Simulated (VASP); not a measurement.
A run of VASP 6.6.1:

Contents of INCAR:

```
SYSTEM = F
  PREC = Accurate
  ENCUT = 520
  EDIFF = 1E-7
  ISMEAR = 0
  SIGMA = 0.05
  LREAL = .FALSE.
  LASPH = .TRUE.
  NELM = 80
  ALGO = Normal
  ISIF = 2
  LWAVE = .FALSE.
  LCHARG = .TRUE.
  GGA = PE
  IVDW = 12
  LELF = .TRUE.
  LVHAR = .TRUE.
  NBANDS = 22
```

KPOINTS

```
regular mesh
0
G
  8 8 4
  0 0 0
```

File POSCAR:

```
F
1.0
    2.7309444276     -1.7357742034      0.2882045788
    2.7309444276      1.7357742034      0.2882045788
   -0.8101218530      0.0000000000      6.5381328435
F
4
Direct
    0.9138648456      0.5855481450      0.0939279973
    0.4144518550      0.0861351544      0.4060720027
    0.0861351544      0.4144518550      0.9060720027
    0.5855481450      0.9138648456      0.5939279973
```

Potentials or basis: VASP PAW PBE potentials, release 64 (F).

Run with:

```bash
$ cat potpaw_PBE.64/F/POTCAR > POTCAR
$ mpirun -np 1 vasp_std > vasp.out
```

Hardware: 1 thread of Intel(R) Xeon(R) 6975P-C (Granite Rapids), on a shared host.

Task: How long does it take, and how much memory?

Result: Run time: 25 s on 1 thread of Intel(R) Xeon(R) 6975P-C (Granite Rapids) (shared host), peak memory 0.22 GiB. Counts: scf iterations 13, k points 78.
